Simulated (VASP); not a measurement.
# Mg2SO (P4/mmm) in VASP: dielectric tensor with r2SCAN

Aim: the dielectric tensor of Mg2SO with r2SCAN.

All numbers are computed with VASP 6.6.1; they aren't measurements. Logs are shortened: lines on timing, memory, paths and dates and some standing lists are left out, and cuts for length are marked.

## 1. The cell of the first run

It takes space group P4/mmm (No. 123, tetragonal). The conventional cell has a = 3.408 Å, b = 3.408 Å, c = 4.761 Å, α = 90.00°, β = 90.00°, γ = 90.00°. Within 3.1 Å of O (site symmetry 4/mmm) lie 6 Mg at 2.38 to 2.41 Å. Within 3.1 Å of Mg (site symmetry 4/mmm) lie 2 O at 2.38 Å and 4 S at 2.41 Å. Mg (site symmetry 4/mmm) has 2 S at 2.38 Å and 4 O at 2.41 Å within 3.1 Å. S (site symmetry 4/mmm) has 6 Mg at 2.38 to 2.41 Å within 3.1 Å.

## 2. Dielectric tensor, r2SCAN

File INCAR:

```
PREC = Accurate
ENCUT = 520
EDIFF = 1E-8
ISMEAR = 0
SIGMA = 0.01
LREAL = F
LASPH = T
NELM = 60
ALGO = Normal
ISIF = 2
LWAVE = F
LCHARG = F
METAGGA = R2SCAN
LMIXTAU = T
LCALCEPS = T
```

File KPOINTS:

```
regular mesh
0
Gamma
  6 6 4
```

File POSCAR:

```
Mg2SO
1.0
    3.4083939438      0.0000000000      0.0000000000
    0.0000000000      3.4083939438      0.0000000000
    0.0000000000      0.0000000000      4.7611186781
O Mg S
1 2 1
Direct
    0.0000000000      0.0000000000      0.0000000000
    0.0000000000      0.0000000000      0.5000000000
    0.5000000000      0.5000000000      0.0000000000
    0.5000000000      0.5000000000      0.5000000000
```

Potentials or basis: VASP PAW PBE potentials, release 64 (O, Mg, S).

Started as:

```bash
$ cat potpaw_PBE.64/O/POTCAR potpaw_PBE.64/Mg/POTCAR potpaw_PBE.64/S/POTCAR > POTCAR
$ mpirun -np 1 vasp_std > vasp.out
```

OUTCAR:

```text
PREC = Accurate
   ENCUT = 520
   EDIFF = 1E-8
   ISMEAR = 0
   LREAL = F
   LASPH = T
   NELM = 60
   ISIF = 2
   METAGGA = R2SCAN

 ion  position               nearest neighbor table
   1  0.000  0.000  0.000-   2 2.38   2 2.38   3 2.41   3 2.41   3 2.41   3 2.41
   2  0.000  0.000  0.500-   1 2.38   1 2.38   4 2.41   4 2.41   4 2.41   4 2.41   3 3.39   3 3.39
                             3 3.39   3 3.39   3 3.39   3 3.39   3 3.39   3 3.39
   3  0.500  0.500  0.000-   4 2.38   4 2.38   1 2.41   1 2.41   1 2.41   1 2.41   2 3.39   2 3.39
                             2 3.39   2 3.39   2 3.39   2 3.39   2 3.39   2 3.39
   4  0.500  0.500  0.500-   3 2.38   3 2.38   2 2.41   2 2.41   2 2.41   2 2.41

  LATTYP: Found a simple tetragonal cell.
 ALAT       =     3.4083939438
 C/A-ratio  =     1.3968803949

  Lattice vectors:

 A1 = (   3.4083939438,   0.0000000000,   0.0000000000)
 A2 = (   0.0000000000,   3.4083939438,   0.0000000000)
 A3 = (   0.0000000000,   0.0000000000,   4.7611186781)

Analysis of symmetry for initial positions (statically):
=====================================================================
 Subroutine PRICEL returns:
 Original cell was already a primitive cell.

 Routine SETGRP: Setting up the symmetry group for a
 simple tetragonal supercell.

 Subroutine GETGRP returns: Found 16 space group operations
 (whereof 16 operations were pure point group operations)
 out of a pool of 16 trial point group operations.

The static configuration has the point symmetry D_4h.

Analysis of symmetry for dynamics (positions and initial velocities):
=====================================================================
 Subroutine PRICEL returns:
 Original cell was already a primitive cell.

 Routine SETGRP: Setting up the symmetry group for a
 simple tetragonal supercell.

 Subroutine GETGRP returns: Found 16 space group operations
 (whereof 16 operations were pure point group operations)
 out of a pool of 16 trial point group operations.

The dynamic configuration has the point symmetry D_4h.

 Subroutine INISYM returns: Found 16 space group operations
 (whereof 16 operations are pure point group operations),
 and found     1 'primitive' translations

----------------------------------------------------------------------------------------

                                     Primitive cell

[... 165 lines left out ...]
      9   10000.0000      0.00000
     10   10000.0000      0.00000
     11   10000.0000      0.00000
     12   10000.0000      0.00000
[... 331 lines left out ...]
 k-point    24 :       0.5000    0.0000    0.5000
  band No.  band energies     occupation
      1     -13.0680      2.00000
      2      -9.3180      2.00000
      3      -2.1106      2.00000
      4      -1.2572      2.00000
      5       2.4817      2.00000
      6       2.6511      2.00000
      7       2.6703      2.00000
      8       2.6941      2.00000
      9   10000.0000      0.00000
     10   10000.0000      0.00000
     11   10000.0000      0.00000
     12   10000.0000      0.00000

 [... further k-points ...]

------------------------ aborting loop because EDIFF is reached ----------------------------------------

            Ionic dipole moment: p[ion]=(   -13.63358   -13.63358   -19.04447 ) |e| Angst

 Total electronic dipole moment: p[elc]=(     0.00000    -0.00000     0.00929 ) |e| Angst

 MACROSCOPIC STATIC DIELECTRIC TENSOR (including local field effects)
 ------------------------------------------------------
           4.121370    -0.000000     0.000000
          -0.000000     4.121370     0.000000
          -0.000000     0.000000     4.038101
 ------------------------------------------------------

 PIEZOELECTRIC TENSOR (including local field effects) (e Angst)
          XX          YY          ZZ          XY          YZ          ZX
  --------------------------------------------------------------------------------
  x     0.00000     0.00000     0.00000     0.00000     0.00000     0.00000
  y     0.00000     0.00000     0.00000     0.00000     0.00000     0.00000
  z     0.00000     0.00000     0.00000     0.00000     0.00000     0.00000

 PIEZOELECTRIC TENSOR (including local field effects) (C/m^2)
          XX          YY          ZZ          XY          YZ          ZX
  --------------------------------------------------------------------------------
  x     0.00000     0.00000     0.00000     0.00000     0.00000     0.00000
  y     0.00000     0.00000     0.00000     0.00000     0.00000     0.00000
  z     0.00000     0.00000     0.00000     0.00000     0.00000     0.00000

 BORN EFFECTIVE CHARGES (including local field effects) (in |e|, cummulative output)
 ---------------------------------------------------------------------------------
 ion    1
    1    -2.29347     0.00000     0.00000
    2     0.00000    -2.29347     0.00000
    3     0.00000    -0.00000    -2.53308
 ion    2
    1     2.21368     0.00000     0.00000
    2     0.00000     2.21368     0.00000
    3     0.00000     0.00000     1.86774
 ion    3
    1     2.01565     0.00000     0.00000
    2     0.00000     2.01565     0.00000
    3     0.00000     0.00000     2.38308
 ion    4
    1    -1.93586     0.00000     0.00000
    2     0.00000    -1.93586     0.00000
    3     0.00000     0.00000    -1.71773

  FORCE on cell =-STRESS in cart. coord.  units (eV):
  Direction    XX          YY          ZZ          XY          YZ          ZX
  --------------------------------------------------------------------------------------
  -------------------------------------------------------------------------------------
  Total       -0.1776939     -0.1776939     -0.2127954      0.0000000      0.0000000     -0.0000000
  in kB       -5.1472401     -5.1472401     -6.1640221      0.0000000      0.0000000     -0.0000000
  external PRESSURE =      -5.4861675 kB  Pullay stress =       0.0000000 kB

 VOLUME and BASIS-vectors are now :
 -----------------------------------------------------------------------------
  energy-cutoff  :      520.00
  volume of cell :       55.31
      direct lattice vectors                 reciprocal lattice vectors
     3.408393944  0.000000000  0.000000000     0.293393316  0.000000000  0.000000000
     0.000000000  3.408393944  0.000000000     0.000000000  0.293393316  0.000000000
     0.000000000  0.000000000  4.761118678     0.000000000  0.000000000  0.210034672

 POSITION                                       TOTAL-FORCE (eV/Angst)
 -----------------------------------------------------------------------------------
      0.00000      0.00000      0.00000         0.000000      0.000000      0.000000
      0.00000      0.00000      2.38056         0.000000      0.000000      0.000000
      1.70420      1.70420      0.00000         0.000000      0.000000      0.000000
      1.70420      1.70420      2.38056         0.000000      0.000000      0.000000
 -----------------------------------------------------------------------------------
    total drift:                               -0.000000      0.000000      0.000000

  FREE ENERGIE OF THE ION-ELECTRON SYSTEM (eV)
  ---------------------------------------------------
  free  energy   TOTEN  =       -30.0552019864 eV

  energy  without entropy=      -30.0552019864  energy(sigma->0) =      -30.05520199
```

Run time: 9.3 min. Hardware: 1 thread of Intel Xeon 6975P-C (Granite Rapids), shared host; peak memory 0.29 GiB.

What came out:

- Band gap on the k mesh: 3.95 eV, direct
- Electronic dielectric tensor (diagonal): 4.12, 4.12, 4.04
- Born charges (mean of the diagonal): O -2.37; Mg +2.10, +2.14; S -1.86 e

Levels at points of the mesh, in eV from the valence-band top:
```
           k point  band 6  band 7  band 8  band 9  band 10  band 11
(0.00, 0.00, 0.00)   -0.05    0.00    0.00    3.95     5.55     5.77
(0.50, 0.00, 0.00)   -1.65   -0.74   -0.53    7.03     7.41     7.97
(0.50, 0.50, 0.00)   -1.26   -1.26   -1.14    4.21     6.17     6.17
(0.00, 0.00, 0.50)   -1.07   -0.67   -0.67    5.98     6.71     7.18
(0.50, 0.00, 0.50)   -0.55   -0.53   -0.51    4.51     7.02     8.98
(0.50, 0.50, 0.50)   -2.23   -2.23   -1.61    5.74     7.47     7.47
```

Electronic dielectric tensor:
```
4.12 0.00 0.00
0.00 4.12 0.00
0.00 0.00 4.04
```

Born effective charge tensors (e):
atom 1, O
```
-2.29  0.00  0.00
 0.00 -2.29  0.00
 0.00  0.00 -2.53
```
atom 2, Mg
```
2.21 0.00 0.00
0.00 2.21 0.00
0.00 0.00 1.87
```
atom 3, Mg
```
2.02 0.00 0.00
0.00 2.02 0.00
0.00 0.00 2.38
```
atom 4, S
```
-1.94  0.00  0.00
 0.00 -1.94  0.00
 0.00  0.00 -1.72
```

Dipole moments of the cell (e·Å, modulo the quantum): ionic -13.634, -13.634, -19.044; electronic 0.000, 0.000, 0.009

Caveat: the PAW data sets were made with another functional, which shifts forces and pressure a little.
